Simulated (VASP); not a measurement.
# Si (a cell with a defect) in VASP: notebook

Runs on Si (a cell with a defect). Level: LDA. Tasks: single point.

Program: VASP 6.6.1. These are calculated values, not measurements. Logs are shortened: lines on timing, memory, paths and dates and some standing lists are left out, and cuts for length are marked.

## 1. The cell of the first run

The cell holds a defect, 15 atoms: a = 7.640 Å, b = 7.640 Å, c = 7.640 Å, α = 60.00°, β = 60.00°, γ = 60.00°.

## 2. Single point, LDA

INCAR

```
  PREC = Accurate
  ENCUT = 520
  EDIFF = 1E-7
  ISMEAR = 0
  SIGMA = 0.02
  LREAL = Auto
  LASPH = True
  NELM = 60
  ALGO = Normal
  ISIF = 2
  LWAVE = False
  LCHARG = False
  GGA = CA
  NELECT = 58.0
  NBANDS = 43
```

KPOINTS

```
regular mesh
0
Gamma
  3 3 3
```

POSCAR

```
Si
1.0
    0.0000000000      5.4019422852     -5.4019422852
    5.4019422852      5.4019422852      0.0000000000
    5.4019422852      0.0000000000     -5.4019422852
Si
15
Direct
    0.0584565668      0.1471809505      0.1471811356
    0.1324530071      0.6224139990      0.1227189157
    0.6120637403      0.1109652729      0.1109652729
    0.6120633701      0.6660067454      0.1109649027
    0.1324529146      0.1227190083      0.6224139064
    0.1324529146      0.6224140915      0.6224140915
    0.6120633701      0.1109650878      0.6660065602
    0.6218356885      0.6260547265      0.6260547265
    0.2369165445      0.7644506887      0.2493163438
    0.2369166371      0.2493160661      0.2493160661
    0.7605631055      0.7422483967      0.2549403395
    0.2499696274      0.7500101419      0.7500101419
    0.2369164520      0.2493162512      0.7644509663
    0.7605631055      0.7422483967      0.7422482115
    0.7605631055      0.2549401544      0.7422483967
```

Potentials or basis: VASP PAW LDA potentials, release 64 (Si).

Command:

```console
$ cat potpaw_LDA.64/Si/POTCAR > POTCAR
$ mpirun -np 1 vasp_std > vasp.out
```

OUTCAR:

```text
PREC = Accurate
   ENCUT = 520
   EDIFF = 1E-7
   ISMEAR = 0
   LREAL = Auto
   LASPH = True
   NELM = 60
   ISIF = 2
   GGA = CA
   NELECT = 58.0

 ion  position               nearest neighbor table
   1  0.058  0.147  0.147-  10 2.41  13 2.41   9 2.41
   2  0.132  0.622  0.123-  11 2.32  12 2.33   9 2.33  10 2.33
   3  0.612  0.111  0.111-  15 2.32  11 2.32  10 2.35
   4  0.612  0.666  0.111-  14 2.32  11 2.32   9 2.35
   5  0.132  0.123  0.622-  15 2.32  12 2.33  10 2.33  13 2.33
   6  0.132  0.622  0.622-  14 2.32  12 2.33   9 2.33  13 2.33
   7  0.612  0.111  0.666-  15 2.32  14 2.32  13 2.35
   8  0.622  0.626  0.626-  11 2.32  15 2.32  14 2.32  12 2.32
   9  0.237  0.764  0.249-   2 2.33   6 2.33   4 2.35   1 2.41
  10  0.237  0.249  0.249-   5 2.33   2 2.33   3 2.35   1 2.41
  11  0.761  0.742  0.255-   8 2.32   2 2.32   3 2.32   4 2.32
  12  0.250  0.750  0.750-   8 2.32   2 2.33   6 2.33   5 2.33
  13  0.237  0.249  0.764-   6 2.33   5 2.33   7 2.35   1 2.41
  14  0.761  0.742  0.742-   8 2.32   6 2.32   7 2.32   4 2.32
  15  0.761  0.255  0.742-   8 2.32   5 2.32   7 2.32   3 2.32

  LATTYP: Found a face centered cubic cell.
 ALAT       =    10.8038845704

  Lattice vectors:

 A1 = (   0.0000000000,   5.4019422852,  -5.4019422852)
 A2 = (   5.4019422852,   5.4019422852,   0.0000000000)
 A3 = (   5.4019422852,   0.0000000000,  -5.4019422852)

Analysis of symmetry for initial positions (statically):
=====================================================================
 Subroutine PRICEL returns:
 Original cell was already a primitive cell.

 Routine SETGRP: Setting up the symmetry group for a
 face centered cubic supercell.

 Subroutine GETGRP returns: Found  6 space group operations
 (whereof  2 operations were pure point group operations)
 out of a pool of 48 trial point group operations.

The static configuration has the point symmetry C_1h.
 The point group associated with its full space group is C_3v.

Analysis of symmetry for dynamics (positions and initial velocities):
=====================================================================
 Subroutine PRICEL returns:
 Original cell was already a primitive cell.

 Routine SETGRP: Setting up the symmetry group for a
 face centered cubic supercell.

 Subroutine GETGRP returns: Found  6 space group operations
 (whereof  2 operations were pure point group operations)
 out of a pool of 48 trial point group operations.

The dynamic configuration has the point symmetry C_1h.
 The point group associated with its full space group is C_3v.

 Subroutine INISYM returns: Found  6 space group operations
 (whereof  2 operations are pure point group operations),
 and found     1 'primitive' translations

----------------------------------------------------------------------------------------

                                     Primitive cell

  volume of cell :     315.2679

  direct lattice vectors                    reciprocal lattice vectors
     0.000000000  5.401942285 -5.401942285    -0.092559301  0.092559301 -0.092559301
     5.401942285  5.401942285  0.000000000     0.092559301  0.092559301  0.092559301
     5.401942285  0.000000000 -5.401942285     0.092559301 -0.092559301 -0.092559301

  length of vectors
     7.639500043  7.639500043  7.639500043     0.160317411  0.160317411  0.160317411

  position of ions in fractional coordinates (direct lattice)
     0.058456567  0.147180951  0.147181136
     0.132453007  0.622413999  0.122718916
     0.612063740  0.110965273  0.110965273
     0.612063370  0.666006745  0.110964903
     0.132452915  0.122719008  0.622413906
     0.132452915  0.622414091  0.622414091
     0.612063370  0.110965088  0.666006560
     0.621835688  0.626054727  0.626054727
     0.236916544  0.764450689  0.249316344
     0.236916637  0.249316066  0.249316066
     0.760563105  0.742248397  0.254940340
     0.249969627  0.750010142  0.750010142
     0.236916452  0.249316251  0.764450966
     0.760563105  0.742248397  0.742248211
     0.760563105  0.254940154  0.742248397

  ion indices of the primitive-cell ions
   primitive index   ion index
                 1           1
                 2           2
                 3           3
                 4           4
                 5           5
                 6           6
                 7           7
                 8           8
                 9           9
                10          10
                11          11
                12          12
                13          13
                14          14
                15          15

----------------------------------------------------------------------------------------

 KPOINTS: regular mesh

Automatic generation of k-mesh.
 Grid dimensions read from file:
 generate k-points for:    3    3    3

 Generating k-lattice:

  Cartesian coordinates                     Fractional coordinates (reciprocal lattice)
    -0.030853100  0.030853100 -0.030853100     0.333333333  0.000000000  0.000000000
     0.030853100  0.030853100  0.030853100     0.000000000  0.333333333  0.000000000
     0.030853100 -0.030853100 -0.030853100     0.000000000  0.000000000  0.333333333

  Length of vectors
     0.053439137  0.053439137  0.053439137

  Shift w.r.t. Gamma in fractional coordinates (k-lattice)
     0.000000000  0.000000000  0.000000000

 Subroutine IBZKPT returns following result:
 ===========================================

 Found      6 irreducible k-points:

 Following reciprocal coordinates:
            Coordinates               Weight
  0.000000  0.000000  0.000000      1.000000
  0.333333  0.000000  0.000000      2.000000
  0.000000  0.333333  0.000000      6.000000
  0.333333  0.333333  0.000000      6.000000
 -0.333333  0.333333  0.000000      6.000000
  0.000000 -0.333333  0.333333      6.000000
   k-points           NKPTS =      6   k-points in BZ     NKDIM =      6   number of bands    NBANDS=     43
   number of dos      NEDOS =    301   number of ions     NIONS =     15
   total plane-waves  NPLWV = 216000
   dimension x,y,z NGX =    60 NGY =   60 NGZ =   60
   dimension x,y,z NGXF=   120 NGYF=  120 NGZF=  120
   ions per type =              15
   NGX,Y,Z   is equivalent  to a cutoff of  13.06, 13.06, 13.06 a.u.
   NGXF,Y,Z  is equivalent  to a cutoff of  26.11, 26.11, 26.11 a.u.
 SYSTEM =  unknown system
   PREC   = accura    normal or accurate (medium, high low for compatibility)
   ISTART =      0    job   : 0-new  1-cont  2-samecut
   ICHARG =      2    charge: 1-file 2-atom 10-const
   ISPIN  =      1    spin polarized calculation?
   LNONCOLLINEAR =      F non collinear calculations
   LSORBIT =      F    spin-orbit coupling
   LASPH  =      T    aspherical Exc in radial PAW
   ENCUT  =  520.0 eV  38.22 Ry    6.18 a.u.  14.20 14.20 14.20*2*pi/ulx,y,z
   NELM   =     60;   NELMIN=  2; NELMDL= -5     # of ELM steps
   EDIFF  = 0.1E-06   stopping-criterion for ELM
   LREAL  =      T    real-space projection
   EDIFFG = 0.1E-05   stopping-criterion for IOM
   NSW    =      0    number of steps for IOM
   IBRION =     -1    ionic relax: 0-MD 1-quasi-New 2-CG
   NFREE  =      0    steps in history (QN), initial steepest desc. (CG)
   ISIF   =      2    stress and relaxation
   ISYM   =      2    0-nonsym 1-usesym 2-fastsym
   POTIM  = 0.5000    time-step for ionic-motion
   TEBEG  =    0.0;   TEEND  =   0.0 temperature during run
   PSTRESS=    0.0 pullay stress
   NELECT =      58.0000    total number of electrons
   NUPDOWN=      -1.0000    fix difference up-down
   EMIN   =  10.00;   EMAX   =-10.00  energy-range for DOS
   EFERMI =   0.00;   METHOD = LEGACY
   ISMEAR =     0;   SIGMA  =   0.02  broadening in eV -4-tet -1-fermi 0-gaus
   EFERMI_NEDOS =   21; number of points for ismear=-14 and -15
   IALGO  =     38    algorithm
   IMIX   =      4    mixing-type and parameters
     AMIX     =   0.40;   BMIX     =  1.00
     AMIX_MAG =   1.60;   BMIX_MAG =  1.00
  volume/ion in A,a.u.               =      21.02       141.84
  Fermi-wavevector in a.u.,A,eV,Ry     =   0.931088  1.759502 11.795238  0.866926
  Thomas-Fermi vector in A             =   2.057545
   LORBIT       =      0    0 simple, 1 ext, 2 COOP (PROOUT), +10 PAW based schemes
   GGA     = CA    functional components
   LHFCALC =     F    Hartree Fock is set to
   AEXX    =    0.0000 exact exchange contribution
   IVDW    =     0    specifies the selected vdW correction
   LEPSILON=     F    determine dielectric tensor
   LRPA    =     F    only Hartree local field effects (RPA)
 non-spin polarized calculation
 Gauss-broadening in eV      SIGMA  =   0.02
  energy-cutoff  :      520.00
  volume of cell :      315.27
 maximum number of plane-waves:      8492
 NGX is ok and might be reduce to    60
   NGX = 29   NGY = 29   NGZ = 29

 number of electron      58.0000000 magnetization

 Free energy of the ion-electron system (eV)
  ---------------------------------------------------
  ext. energy  EPLUGINS =         0.00000000
  ---------------------------------------------------
  free energy    TOTEN  =       -96.14364404 eV

  energy without entropy =      -96.14231247  energy(sigma->0) =      -96.14297826

 E-fermi :   4.7006     XC(G=0):  -9.2895

 val. band max:        4.5820105140   @ k =   0.0000   0.3333   0.0000
 cond. band min:       4.7101232205   @ k =   0.3333   0.0000   0.0000
 fundamental gap:      0.1281127065
 Fermi energy:         4.7005868399

 k-point     1 :       0.0000    0.0000    0.0000
  band No.  band energies     occupation
      1      -6.5407      2.00000
      2      -4.3342      2.00000
      3      -4.3342      2.00000
      4      -4.3184      2.00000
      5      -3.8016      2.00000
      6      -2.5369      2.00000
[... 253 lines left out ...]
     40       8.8842      0.00000
     41       8.9375      0.00000
 [bands above 41 left out]

------------------------ aborting loop because EDIFF is reached ----------------------------------------

  FORCE on cell =-STRESS in cart. coord.  units (eV):
  Direction    XX          YY          ZZ          XY          YZ          ZX
  --------------------------------------------------------------------------------------
  -------------------------------------------------------------------------------------
  Total      -20.5874858    -20.5874858    -20.5874858      0.3388141      0.3388141     -0.3388141
  in kB     -104.6246649   -104.6246649   -104.6246649      1.7218378      1.7218378     -1.7218378
  external PRESSURE =    -104.6246649 kB  Pullay stress =       0.0000000 kB

 VOLUME and BASIS-vectors are now :
 -----------------------------------------------------------------------------
  energy-cutoff  :      520.00
  volume of cell :      315.27
      direct lattice vectors                 reciprocal lattice vectors
     0.000000000  5.401942285 -5.401942285    -0.092559301  0.092559301 -0.092559301
     5.401942285  5.401942285  0.000000000     0.092559301  0.092559301  0.092559301
     5.401942285  0.000000000 -5.401942285     0.092559301 -0.092559301 -0.092559301

 POSITION                                       TOTAL-FORCE (eV/Angst)
 -----------------------------------------------------------------------------------
      1.59013      1.11084     -1.11084        -0.570275      0.570275     -0.570275
      4.02517      4.07775     -1.37842        -0.013590      0.013590      0.006042
      1.19886      3.90576     -3.90576        -0.236349     -0.297433      0.297433
      4.19716      6.90406     -3.90576         0.297433      0.236349      0.297433
      4.02517      1.37842     -4.07775        -0.013590     -0.006042     -0.013590
      6.72449      4.07775     -4.07775         0.006042      0.013590     -0.013590
      4.19716      3.90576     -6.90406         0.297433     -0.297433     -0.236349
      6.76382      6.74103     -6.74103         0.050369     -0.050369      0.050369
      5.47631      5.40933     -2.62660         0.069243     -0.078240      0.069243
      2.69358      2.62660     -2.62660         0.078240     -0.069243      0.069243
      5.38676      8.11810     -5.48569         0.019268     -0.019268     -0.099613
      8.10302      5.40183     -5.40183         0.026879     -0.026879      0.026879
      5.47631      2.62660     -5.40933         0.069243     -0.069243      0.078240
      8.01917      8.11810     -8.11810        -0.099613     -0.019268      0.019268
      5.38676      5.48569     -8.11810         0.019268      0.099613      0.019268
 -----------------------------------------------------------------------------------
    total drift:                               -0.003146      0.001760     -0.001662

  FREE ENERGIE OF THE ION-ELECTRON SYSTEM (eV)
  ---------------------------------------------------
  free  energy   TOTEN  =       -96.1436440408 eV

  energy  without entropy=      -96.1423124700  energy(sigma->0) =      -96.14297826
```

Wall time 55 s (1 thread of Intel Xeon 6975P-C (Granite Rapids), shared host); peak memory 0.36 GiB.

What came out:

- Free energy: -96.1436 eV
- Largest force: 0.988 eV/Å

Forces in eV/Å, atoms in the order of the input:
```
Si  -0.570  0.570 -0.570
Si  -0.014  0.014  0.006
Si  -0.236 -0.297  0.297
Si   0.297  0.236  0.297
Si  -0.014 -0.006 -0.014
Si   0.006  0.014 -0.014
Si   0.297 -0.297 -0.236
Si   0.050 -0.050  0.050
Si   0.069 -0.078  0.069
Si   0.078 -0.069  0.069
Si   0.019 -0.019 -0.100
Si   0.027 -0.027  0.027
Si   0.069 -0.069  0.078
Si  -0.100 -0.019  0.019
Si   0.019  0.100  0.019
```

Levels at points of the mesh, in eV from the Fermi level:
| k point | band 27 | band 28 | band 29 | band 30 | band 31 | band 32 |
| --- | --- | --- | --- | --- | --- | --- |
| (0.00, 0.00, 0.00) | 0.07 | 0.17 | 0.17 | 1.03 | 1.41 | 1.41 |

Caveat: the cell carries a net charge on a neutralising background, which shifts energy and pressure; the cell is charged against a uniform background, so pressure and absolute levels hang on convention.

## 3. Single point, LDA

INCAR

```
ALGO = Normal ; EDIFF = 1E-7
ENCUT = 520 ; GGA = CA
ISIF = 2 ; ISMEAR = 0
LASPH = T ; LCHARG = T
LELF = T ; LREAL = Auto
LVHAR = T ; LWAVE = F
NBANDS = 43 ; NELECT = 58.0
NELM = 100 ; PREC = Accurate
SIGMA = 0.02
```

KPOINTS

```
k-points
0
Gamma
  3 3 3
```

POSCAR

```
Si
1.0
    0.0000000000      5.4019422852     -5.4019422852
    5.4019422852      5.4019422852      0.0000000000
    5.4019422852      0.0000000000     -5.4019422852
Si
15
Direct
   -0.1834566990      0.2278190760      0.2278188909
    0.1144368946      0.6327515770      0.1200596870
    0.6380834555      0.1256838678      0.1256838678
    0.6380835481      0.6105493776      0.1256835901
    0.1144368946      0.1200598721      0.6327515770
    0.1144368946      0.6327517622      0.6327517622
    0.6380833630      0.1256837752      0.6105491925
    0.6250303727      0.6249898318      0.6249898318
    0.2629368151      0.7089930432      0.2640351238
    0.2629363523      0.2640346610      0.2640346610
    0.7425470855      0.7525860673      0.2522810182
    0.2531644042      0.7489453397      0.7489451546
    0.2629365375      0.2640348461      0.7089936911
    0.7425469930      0.7525859747      0.7525857896
    0.7425469930      0.2522811108      0.7525859747
```

Potentials or basis: VASP PAW LDA potentials, release 64 (Si).

Command:

```console
$ cat potpaw_LDA.64/Si/POTCAR > POTCAR
$ mpirun -np 1 vasp_std > vasp.out
```

It took 73 s on 1 thread of Intel Xeon 6975P-C (Granite Rapids), shared host; peak memory 0.35 GiB.

Results (log left out):

* Free energy: -96.1437 eV
* Largest force: 0.987 eV/Å

Forces in eV/Å, atoms in the order of the input:
```
Si   0.570 -0.570  0.570
Si  -0.018  0.018  0.099
Si  -0.078  0.070 -0.070
Si  -0.070  0.078 -0.070
Si  -0.018 -0.099 -0.018
Si   0.099  0.018 -0.018
Si  -0.070  0.070 -0.078
Si  -0.027  0.027 -0.027
Si  -0.298 -0.234 -0.298
Si   0.234  0.298 -0.298
Si   0.016 -0.016 -0.005
Si  -0.051  0.051 -0.051
Si  -0.298  0.298  0.234
Si  -0.005 -0.016  0.016
Si   0.016  0.005  0.016
```

Levels at points of the mesh, in eV from the Fermi level:
```csv
k point,band 27,band 28,band 29,band 30,band 31,band 32
"(0.00, 0.00, 0.00)",0.07,0.17,0.17,1.03,1.41,1.41
```

Caveat: the cell carries a net charge on a neutralising background, which shifts energy and pressure; the cell is charged against a uniform background, so pressure and absolute levels hang on convention.
